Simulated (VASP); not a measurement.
# SnO in VASP: single point with PBE+D3(BJ)

Aim: the single point of SnO with PBE+D3(BJ).

Program: VASP 6.6.1. These are calculated values, not measurements. Logs are shortened: lines on timing, memory, paths and dates and some standing lists are left out, and cuts for length are marked.

## Step 1: The cell of the first run

The cell holds a slab with vacuum, 8 atoms: a = 3.820 Å, b = 3.820 Å, c = 22.226 Å, α = 90.00°, β = 90.00°, γ = 90.00°.

## Step 2: Single point, PBE+D3(BJ) (layers slid over each other)

INCAR reads:

```
ALGO = Normal
DIPOL = 0.5 0.5 0.394
EDIFF = 1E-7
ENCUT = 520
GGA = PE
IDIPOL = 3
ISIF = 2
ISMEAR = 0
IVDW = 12
LASPH = True
LCHARG = True
LDIPOL = True
LELF = True
LREAL = False
LVACPOTAV = True
LVHAR = True
LWAVE = False
NBANDS = 50
NELM = 80
PREC = Accurate
SIGMA = 0.05
```

KPOINTS reads:

```
k-points
0
Gamma
  7 7 1
```

POSCAR reads:

```
SnO
1.0
    3.8201636883      0.0000000000      0.0000000000
    0.0000000000      3.8201636883      0.0000000000
    0.0000000000      0.0000000000     22.2260802162
Sn O
4 4
Direct
    0.7500000000      0.2500000000      0.2024648501
    0.2500000000      0.7500000000      0.3087831971
    0.2500000000      1.2500000000      0.4797535150
   -0.2500000000      1.7500000000      0.5860718620
    0.2500000000      0.2500000000      0.2556240236
    0.7500000000      0.7500000000      0.2556240236
   -0.2500000000      1.2500000000      0.5329126885
    0.2500000000      1.7500000000      0.5329126885
```

Potentials or basis: VASP PAW PBE potentials, release 64 (Sn_d, O).

On the command line:

```sh
cat potpaw_PBE.64/Sn_d/POTCAR potpaw_PBE.64/O/POTCAR > POTCAR
mpirun -np 1 vasp_std > vasp.out
```

OUTCAR:

```text
EDIFF = 1E-7
   ENCUT = 520
   GGA = PE
   ISIF = 2
   ISMEAR = 0
   IVDW = 12
   LASPH = True
   LREAL = False
   NELM = 80
   PREC = Accurate
 IVDW          = 12

 ion  position               nearest neighbor table
   1  0.750  0.250  0.202-   5 2.25   6 2.25   6 2.25   5 2.25   2 3.59   2 3.59   2 3.59   2 3.59

   2  0.250  0.750  0.309-   5 2.25   6 2.25   5 2.25   6 2.25   1 3.59   1 3.59   1 3.59   1 3.59

   3  0.250  0.250  0.480-   7 2.25   8 2.25   8 2.25   7 2.25   4 3.59   4 3.59   4 3.59   4 3.59

   4  0.750  0.750  0.586-   7 2.25   8 2.25   7 2.25   8 2.25   3 3.59   3 3.59   3 3.59   3 3.59

   5  0.250  0.250  0.256-   1 2.25   2 2.25   2 2.25   1 2.25
   6  0.750  0.750  0.256-   1 2.25   2 2.25   1 2.25   2 2.25
   7  0.750  0.250  0.533-   3 2.25   4 2.25   4 2.25   3 2.25
   8  0.250  0.750  0.533-   3 2.25   4 2.25   3 2.25   4 2.25

  LATTYP: Found a simple tetragonal cell.
 ALAT       =     3.8201636883
 C/A-ratio  =     5.8180962989

  Lattice vectors:

 A1 = (   3.8201636883,   0.0000000000,   0.0000000000)
 A2 = (   0.0000000000,   3.8201636883,   0.0000000000)
 A3 = (   0.0000000000,   0.0000000000,  22.2260802162)

Analysis of symmetry for initial positions (statically):
=====================================================================
 Subroutine PRICEL returns:
 Original cell was already a primitive cell.

 Routine SETGRP: Setting up the symmetry group for a
 simple tetragonal supercell.

 Subroutine GETGRP returns: Found  8 space group operations
 (whereof  1 operations were pure point group operations)
 out of a pool of 16 trial point group operations.

The static configuration has the point symmetry C_1 .
 The point group associated with its full space group is D_2h.

Analysis of symmetry for dynamics (positions and initial velocities):
=====================================================================
 Subroutine PRICEL returns:
 Original cell was already a primitive cell.

 Routine SETGRP: Setting up the symmetry group for a
 simple tetragonal supercell.

 Subroutine GETGRP returns: Found  8 space group operations
 (whereof  1 operations were pure point group operations)
 out of a pool of 16 trial point group operations.

The dynamic configuration has the point symmetry C_1 .
 The point group associated with its full space group is D_2h.

 Subroutine INISYM returns: Found  8 space group operations
 (whereof  1 operations are pure point group operations),
 and found     1 'primitive' translations

----------------------------------------------------------------------------------------

                                     Primitive cell

  volume of cell :     324.3596

  direct lattice vectors                    reciprocal lattice vectors
     3.820163688  0.000000000  0.000000000     0.261768888  0.000000000  0.000000000
     0.000000000  3.820163688  0.000000000     0.000000000  0.261768888  0.000000000
     0.000000000  0.000000000 22.226080216     0.000000000  0.000000000  0.044992189

  length of vectors
     3.820163688  3.820163688 22.226080216     0.261768888  0.261768888  0.044992189

  position of ions in fractional coordinates (direct lattice)
     0.750000000  0.250000000  0.202464850
     0.250000000  0.750000000  0.308783197
     0.250000000  0.250000000  0.479753515
     0.750000000  0.750000000  0.586071862
     0.250000000  0.250000000  0.255624024
     0.750000000  0.750000000  0.255624024
     0.750000000  0.250000000  0.532912688
     0.250000000  0.750000000  0.532912688

  ion indices of the primitive-cell ions
   primitive index   ion index
                 1           1
                 2           2
                 3           3
                 4           4
                 5           5
                 6           6
                 7           7
                 8           8

----------------------------------------------------------------------------------------

 KPOINTS: k-points

Automatic generation of k-mesh.
 Grid dimensions read from file:
 generate k-points for:    7    7    1

 Generating k-lattice:

  Cartesian coordinates                     Fractional coordinates (reciprocal lattice)
     0.037395555  0.000000000  0.000000000     0.142857143  0.000000000  0.000000000
     0.000000000  0.037395555  0.000000000     0.000000000  0.142857143  0.000000000
     0.000000000  0.000000000  0.044992189     0.000000000  0.000000000  1.000000000

  Length of vectors
     0.037395555  0.037395555  0.044992189

  Shift w.r.t. Gamma in fractional coordinates (k-lattice)
     0.000000000  0.000000000  0.000000000

 Subroutine IBZKPT returns following result:
 ===========================================

 Found     16 irreducible k-points:

 Following reciprocal coordinates:
            Coordinates               Weight
  0.000000  0.000000  0.000000      1.000000
  0.142857  0.000000  0.000000      2.000000
  0.000000  0.142857  0.000000      2.000000
  0.285714  0.000000  0.000000      2.000000
  0.000000  0.285714  0.000000      2.000000
  0.428571  0.000000  0.000000      2.000000
[... 8 lines left out ...]
 -0.285714  0.428571  0.000000      4.000000
  0.428571  0.428571  0.000000      4.000000
   k-points           NKPTS =     16   k-points in BZ     NKDIM =     16   number of bands    NBANDS=     50
   number of dos      NEDOS =    301   number of ions     NIONS =      8
   total plane-waves  NPLWV = 131712
   dimension x,y,z NGX =    28 NGY =   28 NGZ =  168
   dimension x,y,z NGXF=    56 NGYF=   56 NGZF=  336
   ions per type =               4   4
   NGX,Y,Z   is equivalent  to a cutoff of  12.19, 12.19, 12.57 a.u.
   NGXF,Y,Z  is equivalent  to a cutoff of  24.37, 24.37, 25.13 a.u.
 SYSTEM =  unknown system
   PREC   = accura    normal or accurate (medium, high low for compatibility)
   ISTART =      0    job   : 0-new  1-cont  2-samecut
   ICHARG =      2    charge: 1-file 2-atom 10-const
   ISPIN  =      1    spin polarized calculation?
   LNONCOLLINEAR =      F non collinear calculations
   LSORBIT =      F    spin-orbit coupling
   LASPH  =      T    aspherical Exc in radial PAW
   ENCUT  =  520.0 eV  38.22 Ry    6.18 a.u.   7.10  7.10 41.33*2*pi/ulx,y,z
   NELM   =     80;   NELMIN=  2; NELMDL= -5     # of ELM steps
   EDIFF  = 0.1E-06   stopping-criterion for ELM
   LREAL  =      F    real-space projection
   EDIFFG = 0.1E-05   stopping-criterion for IOM
   NSW    =      0    number of steps for IOM
   IBRION =     -1    ionic relax: 0-MD 1-quasi-New 2-CG
   NFREE  =      0    steps in history (QN), initial steepest desc. (CG)
   ISIF   =      2    stress and relaxation
   ISYM   =      2    0-nonsym 1-usesym 2-fastsym
   POTIM  = 0.5000    time-step for ionic-motion
   TEBEG  =    0.0;   TEEND  =   0.0 temperature during run
   PSTRESS=    0.0 pullay stress
   NELECT =      80.0000    total number of electrons
   NUPDOWN=      -1.0000    fix difference up-down
   EMIN   =  10.00;   EMAX   =-10.00  energy-range for DOS
   EFERMI =   0.00;   METHOD = LEGACY
   ISMEAR =     0;   SIGMA  =   0.05  broadening in eV -4-tet -1-fermi 0-gaus
   EFERMI_NEDOS =   21; number of points for ismear=-14 and -15
   IALGO  =     38    algorithm
   IMIX   =      4    mixing-type and parameters
     AMIX     =   0.40;   BMIX     =  1.00
     AMIX_MAG =   1.60;   BMIX_MAG =  1.00
  volume/ion in A,a.u.               =      40.54       273.61
  Fermi-wavevector in a.u.,A,eV,Ry     =   1.026666  1.940118 14.341129  1.054043
  Thomas-Fermi vector in A             =   2.160571
   LORBIT       =      0    0 simple, 1 ext, 2 COOP (PROOUT), +10 PAW based schemes
   GGA     = PE    functional components
   LHFCALC =     F    Hartree Fock is set to
   AEXX    =    0.0000 exact exchange contribution
   IVDW    =    12    specifies the selected vdW correction
   LEPSILON=     F    determine dielectric tensor
   LRPA    =     F    only Hartree local field effects (RPA)
 non-spin polarized calculation
 Gauss-broadening in eV      SIGMA  =   0.05
  energy-cutoff  :      520.00
  volume of cell :      324.36
 maximum number of plane-waves:      8769
   NGX = 15   NGY = 15   NGZ = 83

 dipolmoment           0.000000      0.000000      0.000156 electrons x Angstroem

 number of electron      79.9999971 magnetization

 dipolmoment           0.000000      0.000000     -0.000001 electrons x Angstroem

 Free energy of the ion-electron system (eV)
  ---------------------------------------------------
  ext. energy  EPLUGINS =         0.00000000
  ---------------------------------------------------
  free energy    TOTEN  =       -45.16052781 eV

  energy without entropy =      -45.16052781  energy(sigma->0) =      -45.16052781

 E-fermi :   0.1806     XC(G=0):  -5.2696

 val. band max:       -0.0702661323   @ k =   0.2857   0.0000   0.0000
 cond. band min:       2.0654224983   @ k =   0.4286   0.0000   0.0000
 fundamental gap:      2.1356886306
 Fermi energy:         0.1806319586

 k-point     1 :       0.0000    0.0000    0.0000
  band No.  band energies     occupation
      1     -21.0536      2.00000
      2     -21.0535      2.00000
      3     -20.6931      2.00000
      4     -20.6931      2.00000
      5     -20.6564      2.00000
      6     -20.6560      2.00000
[... 42 lines left out ...]
     49       5.2765      0.00000
     50       5.2886      0.00000

 k-point     2 :       0.1429    0.0000    0.0000
  band No.  band energies     occupation
      1     -21.0446      2.00000
      2     -21.0446      2.00000
      3     -20.6937      2.00000
      4     -20.6936      2.00000
      5     -20.6577      2.00000
      6     -20.6558      2.00000
[... 42 lines left out ...]
     49       5.4651      0.00000
     50       5.4704      0.00000

 k-point     3 :       0.0000    0.1429    0.0000
  band No.  band energies     occupation
      1     -21.0446      2.00000
      2     -21.0445      2.00000
      3     -20.6940      2.00000
      4     -20.6937      2.00000
      5     -20.6580      2.00000
      6     -20.6573      2.00000
[... 678 lines left out ...]
     49       5.8936      0.00000
     50       6.1482      0.00000

 k-point    16 :       0.4286    0.4286    0.0000
  band No.  band energies     occupation
      1     -20.9945      2.00000
      2     -20.9943      2.00000
      3     -20.9805      2.00000
      4     -20.9804      2.00000
      5     -20.6606      2.00000
      6     -20.6605      2.00000
[... 42 lines left out ...]
     49       6.3960      0.00000
     50       6.4177      0.00000

------------------------ aborting loop because EDIFF is reached ----------------------------------------

 Edisp (eV)   -1.27437

 E8    (eV) :    -0.5637

  FORCE on cell =-STRESS in cart. coord.  units (eV):
  Direction    XX          YY          ZZ          XY          YZ          ZX
  --------------------------------------------------------------------------------------
  -------------------------------------------------------------------------------------
  Total       0.22482     0.42711     0.00159     0.00000     0.00000     0.00000
  in kB       1.11049     2.10970     0.00786     0.00000     0.00000     0.00000
  external pressure =        1.08 kB  Pullay stress =        0.00 kB

 VOLUME and BASIS-vectors are now :
 -----------------------------------------------------------------------------
  energy-cutoff  :      520.00
  volume of cell :      324.36
      direct lattice vectors                 reciprocal lattice vectors
     3.820163688  0.000000000  0.000000000     0.261768888  0.000000000  0.000000000
     0.000000000  3.820163688  0.000000000     0.000000000  0.261768888  0.000000000
     0.000000000  0.000000000 22.226080216     0.000000000  0.000000000  0.044992189

 POSITION                                       TOTAL-FORCE (eV/Angst)
 -----------------------------------------------------------------------------------
      2.86512      0.95504      4.50000         0.000000      0.000000     -0.075101
      0.95504      2.86512      6.86304         0.000000      0.000000      0.092113
      0.95504      0.95504     10.66304         0.000000      0.000000     -0.092113
      2.86512      2.86512     13.02608         0.000000     -0.000000      0.075101
      0.95504      0.95504      5.68152        -0.000000      0.000000      0.008990
      2.86512      2.86512      5.68152         0.000000      0.000000      0.012851
      2.86512      0.95504     11.84456         0.000000     -0.000000     -0.012851
      0.95504      2.86512     11.84456         0.000000      0.000000     -0.008990
 -----------------------------------------------------------------------------------
    total drift:                                0.000000      0.000000     -0.000059

  FREE ENERGIE OF THE ION-ELECTRON SYSTEM (eV)
  ---------------------------------------------------
  free  energy   TOTEN  =       -46.4348969931 eV

  energy  without entropy=      -46.4348969931  energy(sigma->0) =      -46.43489699

 vacuum level on the upper side and lower side of the slab         4.931         4.931
```

Run time: 8.4 min. Hardware: 1 thread of AMD EPYC 7R43 (Zen 3), shared host; peak memory 0.4 GiB.

Results:

* Free energy: -46.4349 eV
* Largest force: 0.092 eV/Å
* Band gap on the k mesh: 2.14 eV (least direct gap 2.34 eV)
* Dispersion energy per atom: -0.159 eV

Forces on the atoms (eV/Å):
```
Sn   0.000  0.000 -0.075
Sn   0.000  0.000  0.092
Sn   0.000  0.000 -0.092
Sn   0.000  0.000  0.075
O    0.000  0.000  0.009
O    0.000  0.000  0.013
O    0.000  0.000 -0.013
O    0.000  0.000 -0.009
```

Levels at points of the mesh, in eV from the valence-band top:
| k point | band 38 | band 39 | band 40 | band 41 | band 42 | band 43 |
| --- | --- | --- | --- | --- | --- | --- |
| (0.00, 0.00, 0.00) | -2.07 | -0.81 | -0.05 | 2.43 | 2.74 | 2.74 |

Caveat: the cell differs from its parent crystal (layers slid over each other); spin-orbit coupling is left out, which moves the levels of the heavy elements.
